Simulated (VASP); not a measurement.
# SrCl2 (Fm-3m) in VASP: electric field gradients with PBEsol

Aim: the electric field gradients of SrCl2 with PBEsol.

All numbers are computed with VASP 6.6.1; they aren't measurements. Logs are shortened: lines on timing, memory, paths and dates and some standing lists are left out, and cuts for length are marked.

## (1) The cell of the first run

It takes space group Fm-3m (No. 225, cubic). The conventional cell has a = 5.556 Å, b = 5.556 Å, c = 5.556 Å, α = 90.00°, β = 90.00°, γ = 90.00°. Sr (site symmetry m-3m) has 8 Cl at 2.41 Å within 3.2 Å. Within 3.2 Å of Cl (site symmetry -43m) lie 4 Sr at 2.41 Å and 6 Cl at 2.78 Å.

## (2) Electric field gradients, PBEsol (volume scaled by 0.5)

Contents of INCAR:

```
SYSTEM = SrCl2
PREC = Accurate
ENCUT = 520
EDIFF = 1E-8
ISMEAR = -1
SIGMA = 0.03
LREAL = .FALSE.
LASPH = .TRUE.
NELM = 60
ALGO = Normal
ISIF = 2
LWAVE = .FALSE.
LCHARG = .FALSE.
GGA = PS
LEFG = .TRUE.
NBANDS = 19
```

Contents of KPOINTS:

```
regular mesh
0
G
  7 7 7
  0 0 0
```

Contents of POSCAR:

```
SrCl2
1.0
    0.0000000000      2.7777512909      2.7777512909
    2.7777512909      0.0000000000      2.7777512909
    2.7777512909      2.7777512909      0.0000000000
Sr Cl
1 2
Direct
    0.0000000000      0.0000000000      0.0000000000
    0.7500000000      0.7500000000      0.7500000000
    0.2500000000      0.2500000000      0.2500000000
```

Potentials or basis: VASP PAW PBE potentials, release 64 (Sr_sv, Cl).

Launch:

```console
cat potpaw_PBE.64/Sr_sv/POTCAR potpaw_PBE.64/Cl/POTCAR > POTCAR
mpirun -np 1 vasp_std > vasp.out
```

OUTCAR:

```text
SYSTEM = SrCl2
   PREC = Accurate
   ENCUT = 520
   EDIFF = 1E-8
   ISMEAR = -1
   LREAL = .FALSE.
   LASPH = .TRUE.
   NELM = 60
   ISIF = 2
   GGA = PS

 ion  position               nearest neighbor table
   1  0.000  0.000  0.000-   2 2.41   3 2.41   2 2.41   2 2.41   2 2.41   3 2.41   3 2.41   3 2.41

   2  0.750  0.750  0.750-   1 2.41   1 2.41   1 2.41   1 2.41
   3  0.250  0.250  0.250-   1 2.41   1 2.41   1 2.41   1 2.41

  LATTYP: Found a face centered cubic cell.
 ALAT       =     5.5555025818

  Lattice vectors:

 A1 = (   0.0000000000,   2.7777512909,   2.7777512909)
 A2 = (   2.7777512909,   0.0000000000,   2.7777512909)
 A3 = (   2.7777512909,   2.7777512909,   0.0000000000)

Analysis of symmetry for initial positions (statically):
=====================================================================
 Subroutine PRICEL returns:
 Original cell was already a primitive cell.

 Routine SETGRP: Setting up the symmetry group for a
 face centered cubic supercell.

 Subroutine GETGRP returns: Found 48 space group operations
 (whereof 48 operations were pure point group operations)
 out of a pool of 48 trial point group operations.

The static configuration has the point symmetry O_h .

Analysis of symmetry for dynamics (positions and initial velocities):
=====================================================================
 Subroutine PRICEL returns:
 Original cell was already a primitive cell.

 Routine SETGRP: Setting up the symmetry group for a
 face centered cubic supercell.

 Subroutine GETGRP returns: Found 48 space group operations
 (whereof 48 operations were pure point group operations)
 out of a pool of 48 trial point group operations.

The dynamic configuration has the point symmetry O_h .

 Subroutine INISYM returns: Found 48 space group operations
 (whereof 48 operations are pure point group operations),
 and found     1 'primitive' translations

----------------------------------------------------------------------------------------

                                     Primitive cell

  volume of cell :      42.8657
[... 123 lines left out ...]

 number of electron      24.0000002 magnetization

 Free energy of the ion-electron system (eV)
  ---------------------------------------------------
  ext. energy  EPLUGINS =         0.00000000
  ---------------------------------------------------
  free energy    TOTEN  =        -5.93417495 eV

  energy without entropy =       -5.93417495  energy(sigma->0) =       -5.93417495

 E-fermi :   7.5178     XC(G=0): -11.8642

 val. band max:        6.8389350090   @ k =  -0.4286   0.4286   0.0000
 cond. band min:      10.7129618155   @ k =   0.0000   0.0000   0.0000
 fundamental gap:      3.8740268065
 Fermi energy:         7.5178258596

 k-point     1 :       0.0000    0.0000    0.0000
  band No.  band energies     occupation
      1     -25.3977      2.00000
      2      -9.5566      2.00000
      3      -7.8365      2.00000
      4      -7.8365      2.00000
      5      -7.8365      2.00000
      6      -6.4606      2.00000
[... 417 lines left out ...]
      6      -4.8733      2.00000
[... 11 lines left out ...]
     18      18.3529      0.00000
     19      18.8805      0.00000

------------------------ aborting loop because EDIFF is reached ----------------------------------------

  FORCE on cell =-STRESS in cart. coord.  units (eV):
  Direction    XX          YY          ZZ          XY          YZ          ZX
  --------------------------------------------------------------------------------------
  -------------------------------------------------------------------------------------
  Total       28.3513919     28.3513919     28.3513919     -0.0000000      0.0000000     -0.0000000
  in kB     1059.6803898   1059.6803898   1059.6803898     -0.0000000      0.0000000     -0.0000000
  external PRESSURE =    1059.6803898 kB  Pullay stress =       0.0000000 kB

 VOLUME and BASIS-vectors are now :
 -----------------------------------------------------------------------------
  energy-cutoff  :      520.00
  volume of cell :       42.87
      direct lattice vectors                 reciprocal lattice vectors
     0.000000000  2.777751291  2.777751291    -0.180001716  0.180001716  0.180001716
     2.777751291  0.000000000  2.777751291     0.180001716 -0.180001716  0.180001716
     2.777751291  2.777751291  0.000000000     0.180001716  0.180001716 -0.180001716

 POSITION                                       TOTAL-FORCE (eV/Angst)
 -----------------------------------------------------------------------------------
      0.00000      0.00000      0.00000         0.000000     -0.000000      0.000000
      4.16663      4.16663      4.16663        -0.000000     -0.000000      0.000000
      1.38888      1.38888      1.38888         0.000000      0.000000     -0.000000
 -----------------------------------------------------------------------------------
    total drift:                                0.000000     -0.000000     -0.000000

  FREE ENERGIE OF THE ION-ELECTRON SYSTEM (eV)
  ---------------------------------------------------
  free  energy   TOTEN  =        -5.9341749536 eV

  energy  without entropy=       -5.9341749536  energy(sigma->0) =       -5.93417495

 Electric field gradients (V/A^2)
---------------------------------------------------------------------
 ion       V_xx      V_yy      V_zz      V_xy      V_xz      V_yz
---------------------------------------------------------------------
   1       0.000    -0.000     0.000     0.000     0.000     0.000
   2       0.000    -0.000    -0.000    -0.000    -0.000    -0.000
   3       0.000    -0.000    -0.000    -0.000    -0.000    -0.000
---------------------------------------------------------------------

 Electric field gradients after diagonalization (V/A^2)
 (convention: |V_zz| > |V_xx| > |V_yy|)
----------------------------------------------------------------------
 ion       V_xx      V_yy      V_zz     asymmetry (V_yy - V_xx)/ V_zz
----------------------------------------------------------------------
   1      -0.000    -0.000     0.000       0.000
   2       0.000     0.000    -0.001       0.000
   3       0.000     0.000    -0.001       0.000
----------------------------------------------------------------------

           NMR quadrupolar parameters

 Cq : quadrupolar parameter    Cq=e*Q*V_zz/h
 eta: asymmetry parameters     (V_yy - V_xx)/ V_zz
 Q  : nuclear electric quadrupole moment in mb (millibarn)
----------------------------------------------------------------------
 ion       Cq(MHz)       eta       Q (mb)
----------------------------------------------------------------------
   1       0.000       0.000       1.000
   2      -0.000       0.000       1.000
   3      -0.000       0.000       1.000
----------------------------------------------------------------------
```

OSZICAR:

```text
N       E                     dE             d eps       ncg     rms          rms(c)
DAV:   1     0.150854264151E+03    0.15085E+03   -0.13158E+04   760   0.125E+03
DAV:   2    -0.597625668088E-01   -0.15091E+03   -0.14720E+03  1008   0.257E+02
DAV:   3    -0.622581362190E+01   -0.61661E+01   -0.61439E+01  1048   0.496E+01
DAV:   4    -0.640541675218E+01   -0.17960E+00   -0.17945E+00  1100   0.732E+00
DAV:   5    -0.640772477449E+01   -0.23080E-02   -0.23079E-02  1016   0.864E-01    0.695E+01
DAV:   6    -0.602287026187E+01    0.38485E+00   -0.43194E-01   859   0.355E+00    0.418E+01
DAV:   7    -0.594334303159E+01    0.79527E-01   -0.44565E-01   910   0.375E+00    0.169E+00
DAV:   8    -0.593363465872E+01    0.97084E-02   -0.53724E-02   861   0.138E+00    0.461E-01
DAV:   9    -0.593404451396E+01   -0.40986E-03   -0.17685E-03   939   0.313E-01    0.209E-01
DAV:  10    -0.593414568985E+01   -0.10118E-03   -0.18226E-04   958   0.865E-02    0.437E-02
DAV:  11    -0.593416779332E+01   -0.22103E-04   -0.19229E-05   888   0.330E-02    0.124E-02
DAV:  12    -0.593417476609E+01   -0.69728E-05   -0.71421E-06   882   0.170E-02    0.537E-03
DAV:  13    -0.593417496730E+01   -0.20122E-06   -0.30817E-07  1117   0.350E-03    0.338E-03
DAV:  14    -0.593417496307E+01    0.42328E-08   -0.11795E-07   844   0.214E-03    0.102E-03
DAV:  15    -0.593417495356E+01    0.95079E-08   -0.26786E-09   820   0.357E-04
   1 F= -.59341750E+01 E0= -.59341750E+01  d E =-.737171E-11
```

Wall time 25 s (1 thread of Intel Xeon Platinum 8375C at 2.90GHz (Ice Lake), shared host); peak memory 0.17 GiB.

Results:

- Free energy: -5.9342 eV
- Pressure: 106.0 GPa
- Band gap on the k mesh: 3.87 eV, indirect (least direct gap 4.50 eV)

Caveat: without QUAD_EFG the Cq values of the log hold for a quadrupole moment of 1 mb, not for the nuclei; the PAW data sets were made with another functional, which shifts forces and pressure a little. A k mesh can miss the band edges.
